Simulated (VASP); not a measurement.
# BAs (F-43m) in VASP: notebook

Runs on BAs. Level: PBE. Tasks: single point.

All numbers are computed with VASP 6.6.1; they aren't measurements. Logs are shortened: lines on timing, memory, paths and dates and some standing lists are left out, and cuts for length are marked.

## Step 1: The cell of the first run

Symmetry: F-43m, No. 216, cubic system. The conventional cell has a = 4.554 Å, b = 4.554 Å, c = 4.554 Å, α = 90.00°, β = 90.00°, γ = 90.00°. As (site symmetry -43m) has 4 B at 1.97 Å within 2.6 Å. Within 2.6 Å of B (site symmetry -43m) lie 4 As at 1.97 Å.

## Step 2: Single point, PBE

The input, INCAR:

```
  PREC = Accurate
  ENCUT = 520
  EDIFF = 1E-7
  ISMEAR = -1
  SIGMA = 0.05
  LREAL = False
  LASPH = True
  NELM = 100
  ALGO = Normal
  ISIF = 2
  LWAVE = False
  LCHARG = False
  GGA = PE
  NBANDS = 11
```

The input, KPOINTS:

```
regular mesh
0
Gamma
  10 10 10
```

The input, POSCAR:

```
BAs
1.0
    0.0000000000      2.2767634182      2.2767634182
    2.2767634182      0.0000000000      2.2767634182
    2.2767634182      2.2767634182      0.0000000000
As B
1 1
Direct
    0.7500000000      0.7500000000      0.7500000000
    0.0000000000      0.0000000000      0.0000000000
```

Potentials or basis: VASP PAW PBE potentials, release 64 (As, B).

On the command line:

```
> cat potpaw_PBE.64/As/POTCAR potpaw_PBE.64/B/POTCAR > POTCAR
> mpirun -np 1 vasp_std > vasp.out
```

OUTCAR:

```text
PREC = Accurate
   ENCUT = 520
   EDIFF = 1E-7
   ISMEAR = -1
   LREAL = False
   LASPH = True
   NELM = 100
   ISIF = 2
   GGA = PE

 ion  position               nearest neighbor table
   1  0.750  0.750  0.750-   2 1.97   2 1.97   2 1.97   2 1.97
   2  0.000  0.000  0.000-   1 1.97   1 1.97   1 1.97   1 1.97

  LATTYP: Found a face centered cubic cell.
 ALAT       =     4.5535268364

  Lattice vectors:

 A1 = (   0.0000000000,   2.2767634182,   2.2767634182)
 A2 = (   2.2767634182,   0.0000000000,   2.2767634182)
 A3 = (   2.2767634182,   2.2767634182,   0.0000000000)

Analysis of symmetry for initial positions (statically):
=====================================================================
 Subroutine PRICEL returns:
 Original cell was already a primitive cell.

 Routine SETGRP: Setting up the symmetry group for a
 face centered cubic supercell.

 Subroutine GETGRP returns: Found 24 space group operations
 (whereof 24 operations were pure point group operations)
 out of a pool of 48 trial point group operations.

The static configuration has the point symmetry T_d .

Analysis of symmetry for dynamics (positions and initial velocities):
=====================================================================
 Subroutine PRICEL returns:
 Original cell was already a primitive cell.

 Routine SETGRP: Setting up the symmetry group for a
 face centered cubic supercell.

 Subroutine GETGRP returns: Found 24 space group operations
 (whereof 24 operations were pure point group operations)
 out of a pool of 48 trial point group operations.

The dynamic configuration has the point symmetry T_d .

 Subroutine INISYM returns: Found 24 space group operations
 (whereof 24 operations are pure point group operations),
 and found     1 'primitive' translations

----------------------------------------------------------------------------------------

                                     Primitive cell

  volume of cell :      23.6039

  direct lattice vectors                    reciprocal lattice vectors
     0.000000000  2.276763418  2.276763418    -0.219609994  0.219609994  0.219609994
     2.276763418  0.000000000  2.276763418     0.219609994 -0.219609994  0.219609994
     2.276763418  2.276763418  0.000000000     0.219609994  0.219609994 -0.219609994

  length of vectors
     3.219829704  3.219829704  3.219829704     0.380375667  0.380375667  0.380375667

  position of ions in fractional coordinates (direct lattice)
     0.750000000  0.750000000  0.750000000
     0.000000000  0.000000000  0.000000000

  ion indices of the primitive-cell ions
   primitive index   ion index
                 1           1
                 2           2

----------------------------------------------------------------------------------------

 KPOINTS: regular mesh

Automatic generation of k-mesh.
 Grid dimensions read from file:
 generate k-points for:   10   10   10

 Generating k-lattice:

  Cartesian coordinates                     Fractional coordinates (reciprocal lattice)
    -0.021960999  0.021960999  0.021960999     0.100000000  0.000000000  0.000000000
     0.021960999 -0.021960999  0.021960999     0.000000000  0.100000000  0.000000000
     0.021960999  0.021960999 -0.021960999     0.000000000  0.000000000  0.100000000

  Length of vectors
     0.038037567  0.038037567  0.038037567

  Shift w.r.t. Gamma in fractional coordinates (k-lattice)
     0.000000000  0.000000000  0.000000000

 Subroutine IBZKPT returns following result:
 ===========================================

 Found     47 irreducible k-points:

 Following reciprocal coordinates:
            Coordinates               Weight
  0.000000  0.000000  0.000000      1.000000
  0.100000  0.000000  0.000000      8.000000
  0.200000  0.000000  0.000000      8.000000
  0.300000  0.000000  0.000000      8.000000
  0.400000  0.000000  0.000000      8.000000
  0.500000  0.000000  0.000000      4.000000
[... 16 lines left out ...]
  0.300000  0.300000  0.000000      6.000000
  0.400000  0.300000  0.000000     24.000000
 [... further k-points ...]
   k-points           NKPTS =     47   k-points in BZ     NKDIM =     47   number of bands    NBANDS=     11
   number of dos      NEDOS =    301   number of ions     NIONS =      2
   total plane-waves  NPLWV =  13824
   dimension x,y,z NGX =    24 NGY =   24 NGZ =   24
   dimension x,y,z NGXF=    48 NGYF=   48 NGZF=   48
   ions per type =               1   1
   NGX,Y,Z   is equivalent  to a cutoff of  12.39, 12.39, 12.39 a.u.
   NGXF,Y,Z  is equivalent  to a cutoff of  24.78, 24.78, 24.78 a.u.
 SYSTEM =  unknown system
   PREC   = accura    normal or accurate (medium, high low for compatibility)
   ISTART =      0    job   : 0-new  1-cont  2-samecut
   ICHARG =      2    charge: 1-file 2-atom 10-const
   ISPIN  =      1    spin polarized calculation?
   LNONCOLLINEAR =      F non collinear calculations
   LSORBIT =      F    spin-orbit coupling
   LASPH  =      T    aspherical Exc in radial PAW
   ENCUT  =  520.0 eV  38.22 Ry    6.18 a.u.   5.99  5.99  5.99*2*pi/ulx,y,z
   NELM   =    100;   NELMIN=  2; NELMDL= -5     # of ELM steps
   EDIFF  = 0.1E-06   stopping-criterion for ELM
   LREAL  =      F    real-space projection
   EDIFFG = 0.1E-05   stopping-criterion for IOM
   NSW    =      0    number of steps for IOM
   IBRION =     -1    ionic relax: 0-MD 1-quasi-New 2-CG
   NFREE  =      0    steps in history (QN), initial steepest desc. (CG)
   ISIF   =      2    stress and relaxation
   ISYM   =      2    0-nonsym 1-usesym 2-fastsym
   POTIM  = 0.5000    time-step for ionic-motion
   TEBEG  =    0.0;   TEEND  =   0.0 temperature during run
   PSTRESS=    0.0 pullay stress
   NELECT =       8.0000    total number of electrons
   NUPDOWN=      -1.0000    fix difference up-down
   EMIN   =  10.00;   EMAX   =-10.00  energy-range for DOS
   EFERMI =   0.00;   METHOD = LEGACY
   ISMEAR =    -1;   SIGMA  =   0.05  broadening in eV -4-tet -1-fermi 0-gaus
   EFERMI_NEDOS =   21; number of points for ismear=-14 and -15
   IALGO  =     38    algorithm
   IMIX   =      4    mixing-type and parameters
     AMIX     =   0.40;   BMIX     =  1.00
     AMIX_MAG =   1.60;   BMIX_MAG =  1.00
  volume/ion in A,a.u.               =      11.80        79.64
  Fermi-wavevector in a.u.,A,eV,Ry     =   1.141415  2.156962 17.726055  1.302828
  Thomas-Fermi vector in A             =   2.278115
   LORBIT       =      0    0 simple, 1 ext, 2 COOP (PROOUT), +10 PAW based schemes
   GGA     = PE    functional components
   LHFCALC =     F    Hartree Fock is set to
   AEXX    =    0.0000 exact exchange contribution
   IVDW    =     0    specifies the selected vdW correction
   LEPSILON=     F    determine dielectric tensor
   LRPA    =     F    only Hartree local field effects (RPA)
 non-spin polarized calculation
  energy-cutoff  :      520.00
  volume of cell :       23.60
 maximum number of plane-waves:       647
   NGX = 11   NGY = 11   NGZ = 11

 number of electron       7.9999999 magnetization

 Free energy of the ion-electron system (eV)
  ---------------------------------------------------
  ext. energy  EPLUGINS =         0.00000000
  ---------------------------------------------------
  free energy    TOTEN  =       -11.04501484 eV

  energy without entropy =      -11.04501448  energy(sigma->0) =      -11.04501466

 E-fermi :   8.3031     XC(G=0): -11.2178

 val. band max:        7.8117427386   @ k =   0.0000   0.0000   0.0000
 cond. band min:       8.8295904372   @ k =   0.4000   0.4000   0.0000
 fundamental gap:      1.0178476986
 Fermi energy:         8.3031472713

 k-point     1 :       0.0000    0.0000    0.0000
  band No.  band energies     occupation
      1      -8.9874      2.00000
      2       7.8117      1.99989
      3       7.8117      1.99989
      4       7.8117      1.99989
      5      11.2884      0.00000
      6      11.2884      0.00000
      7      11.2884      0.00000
      8      14.3849      0.00000
      9      18.1751      0.00000
     10      21.3723      0.00000
     11      21.3723      0.00000

 k-point     2 :       0.1000    0.0000    0.0000
  band No.  band energies     occupation
      1      -8.8008      2.00000
      2       6.3074      2.00000
      3       7.4577      2.00000
      4       7.4577      2.00000
      5      11.6782      0.00000
      6      11.7499      0.00000
      7      11.7499      0.00000
      8      14.9834      0.00000
      9      18.9435      0.00000
     10      20.1077      0.00000
     11      20.1077      0.00000

 k-point     3 :       0.2000    0.0000    0.0000
  band No.  band energies     occupation
      1      -8.2478      2.00000
      2       3.6941      2.00000
      3       6.7983      2.00000
      4       6.7983      2.00000
      5      11.7282      0.00000
      6      12.5419      0.00000
      7      12.5419      0.00000
      8      16.1836      0.00000
      9      19.3170      0.00000
     10      19.3170      0.00000
     11      19.9393      0.00000

 k-point     4 :       0.3000    0.0000    0.0000
  band No.  band energies     occupation
      1      -7.3588      2.00000
      2       1.1178      2.00000
      3       6.2243      2.00000
      4       6.2243      2.00000
      5      11.5719      0.00000
      6      12.8967      0.00000
      7      12.8967      0.00000
      8      16.9567      0.00000
      9      19.9175      0.00000
     10      19.9175      0.00000
     11      20.1570      0.00000

 k-point     5 :       0.4000    0.0000    0.0000
  band No.  band energies     occupation
      1      -6.2554      2.00000
      2      -1.0495      2.00000
      3       5.8592      2.00000
      4       5.8592      2.00000
      5      11.4470      0.00000
      6      12.8253      0.00000
      7      12.8253      0.00000
      8      16.9898      0.00000
      9      21.0513      0.00000
     10      21.7474      0.00000
     11      21.7474      0.00000
[... 211 lines left out ...]
 k-point    21 :      -0.3000    0.2000    0.0000
  band No.  band energies     occupation
      1      -6.0247      2.00000
      2       0.0661      2.00000
      3       2.5619      2.00000
      4       5.5660      2.00000
      5      11.6167      0.00000
      6      14.1971      0.00000
      7      14.7249      0.00000
      8      16.8082      0.00000
      9      18.8852      0.00000
     10      20.9498      0.00000
     11      24.4751      0.00000

 k-point    22 :      -0.2000    0.2000    0.0000
  band No.  band energies     occupation
      1      -7.0570      2.00000
      2       1.9263      2.00000
      3       3.1014      2.00000
      4       6.3386      2.00000
      5      12.2420      0.00000
      6      13.3259      0.00000
      7      14.4214      0.00000
      8      15.6014      0.00000
      9      17.9064      0.00000
     10      21.4271      0.00000
     11      23.6222      0.00000

 k-point    23 :       0.3000    0.3000    0.0000
  band No.  band energies     occupation
      1      -6.7939      2.00000
      2       2.3908      2.00000
      3       4.1119      2.00000
      4       4.1119      2.00000
      5       9.1056      0.00000
      6      11.4776      0.00000
      7      17.2188      0.00000
      8      17.2188      0.00000
      9      20.1937      0.00000
     10      23.7044      0.00000
     11      24.7397      0.00000

 k-point    24 :       0.4000    0.3000    0.0000
  band No.  band energies     occupation
      1      -5.9397      2.00000
      2       0.9471      2.00000
      3       3.2064      2.00000
      4       3.7751      2.00000
      5       9.4229      0.00000
      6      11.2129      0.00000
      7      17.7360      0.00000
      8      17.8543      0.00000
      9      21.1753      0.00000
     10      24.6674      0.00000
     11      25.5948      0.00000

 [... further k-points ...]
[... 5 lines left out ...]
  --------------------------------------------------------------------------------------
  -------------------------------------------------------------------------------------
  Total        4.6217748      4.6217748      4.6217748      0.0000000      0.0000000     -0.0000000
  in kB      313.7152679    313.7152679    313.7152679      0.0000000      0.0000000     -0.0000000
  external PRESSURE =     313.7152679 kB  Pullay stress =       0.0000000 kB

 VOLUME and BASIS-vectors are now :
 -----------------------------------------------------------------------------
  energy-cutoff  :      520.00
  volume of cell :       23.60
      direct lattice vectors                 reciprocal lattice vectors
     0.000000000  2.276763418  2.276763418    -0.219609994  0.219609994  0.219609994
     2.276763418  0.000000000  2.276763418     0.219609994 -0.219609994  0.219609994
     2.276763418  2.276763418  0.000000000     0.219609994  0.219609994 -0.219609994

 POSITION                                       TOTAL-FORCE (eV/Angst)
 -----------------------------------------------------------------------------------
      3.41515      3.41515      3.41515        -0.000000     -0.000000     -0.000000
      0.00000      0.00000      0.00000         0.000000      0.000000      0.000000
 -----------------------------------------------------------------------------------
    total drift:                               -0.000000     -0.000000     -0.000000

  FREE ENERGIE OF THE ION-ELECTRON SYSTEM (eV)
  ---------------------------------------------------
  free  energy   TOTEN  =       -11.0450148428 eV

  energy  without entropy=      -11.0450144750  energy(sigma->0) =      -11.04501466
```

Run time: 9.7 s. Hardware: 1 thread of Intel Xeon 8259CL, shared host; peak memory 0.14 GiB.

What came out:

```yaml
Free_energy: -11.0450 eV
Pressure: 31.4 GPa
Band_gap_on_the_k_mesh: 1.02 eV, indirect (least direct gap 3.48 eV)
```

Levels at points of the mesh, in eV from the valence-band top:
```
           k point  band 1  band 2  band 3  band 4  band 5  band 6  band 7  band 8  band 9
(0.00, 0.00, 0.00)  -16.80    0.00    0.00    0.00    3.48    3.48    3.48    6.57   10.36
(0.50, 0.00, 0.00)  -13.37   -9.92   -2.08   -2.08    3.59    4.94    4.94    9.09   13.86
(0.50, 0.50, 0.00)  -11.82   -9.38   -4.72   -4.72    1.22    1.30   12.80   12.80   14.23
```

A k mesh can miss the band edges. As with any semilocal functional, this PBE gap is likely too small.

## Step 3: Single point, PBE

This run uses another cell than the first one, of 12.34 Å³/atom, 1.045 times its volume.

The input, INCAR:

```
SYSTEM = BAs
  ALGO = Normal
  EDIFF = 1E-6
  ENCUT = 520
  GGA = PE
  ISIF = 2
  ISMEAR = -1
  LASPH = .TRUE.
  LCHARG = .FALSE.
  LREAL = .FALSE.
  LWAVE = .FALSE.
  NBANDS = 11
  NELM = 60
  PREC = Accurate
  SIGMA = 0.05
```

The input, KPOINTS:

```
k-points
0
G
  10 10 10
  0 0 0
```

The input, POSCAR:

```
BAs
1.0
    0.0000000000      2.3107146378      2.3107146378
    2.3107146378      0.0000000000      2.3107146378
    2.3107146378      2.3107146378      0.0000000000
As B
1 1
Direct
    0.7500000000      0.7500000000      0.7500000000
    0.0000000000      0.0000000000      0.0000000000
```

Potentials or basis: VASP PAW PBE potentials, release 64 (As, B).

On the command line:

```
> cat potpaw_PBE.64/As/POTCAR potpaw_PBE.64/B/POTCAR > POTCAR
> mpirun -np 1 vasp_std > vasp.out
```

It took 8.3 s on 1 thread of Intel Xeon 8259CL, shared host; peak memory 0.14 GiB.

It converged, with:

| Property | Result |
| --- | --- |
| Free energy | -11.2197 eV |
| Pressure | 21.1 GPa |
| Band gap on the k mesh | 1.07 eV, indirect (least direct gap 3.41 eV) |

Levels at points of the mesh, in eV from the valence-band top:
```csv
k point,band 1,band 2,band 3,band 4,band 5,band 6,band 7,band 8
"(0.00, 0.00, 0.00)",-16.35,0.00,0.00,0.00,3.41,3.41,3.41,5.98
"(0.50, 0.00, 0.00)",-13.10,-9.55,-2.00,-2.00,3.30,4.89,4.89,9.03
"(0.50, 0.50, 0.00)",-11.62,-9.11,-4.51,-4.51,1.29,1.34,12.34,12.34
```

(Part 1 of 2 ends here.)
